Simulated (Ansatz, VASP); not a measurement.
One calculation of TaN, two programs

```xyz
2
Lattice="2.9906 0.0000 0.0000 -1.4953 2.5899 0.0000 0.0000 0.0000 2.8200" Properties=species:S:1:pos:R:3 pbc="T T T"
Ta    0.0000    1.7266    1.4100
N     0.0000    0.0000    0.0000
```

Alike in both runs: task single point; functional PBE; k mesh 24 × 24 × 22; occupations gaussian, width 0.15 eV; no spin polarisation.

|  | VASP | Ansatz |
| --- | --- | --- |
| version | VASP 6.6.1 | Ansatz 0.2.0 |
| potentials or method | VASP PAW PBE potentials, release 64 (Ta_pv, N), cutoff 520 eV | scalar-relativistic, plane waves, PAW |
| valence electrons in the cell | 16 | 18 |

|  | VASP | Ansatz | Ansatz less VASP |
| --- | --- | --- | --- |
| gap on the k mesh at the Fermi level (eV) | none | none | - |
| pressure (GPa) | 2.1 | 1.4 | -0.68 |
| traceless stress, the component that is largest in VASP (GPa) | 17.38 | 17.27 | -0.111 |

A gap of «none» marks a metal or a gap that the smearing closes. VASP's potentials hold 16 valence electrons a cell and Ansatz's 18, so a difference there can come from the potentials and not from the codes.

Spin-orbit coupling is off throughout.
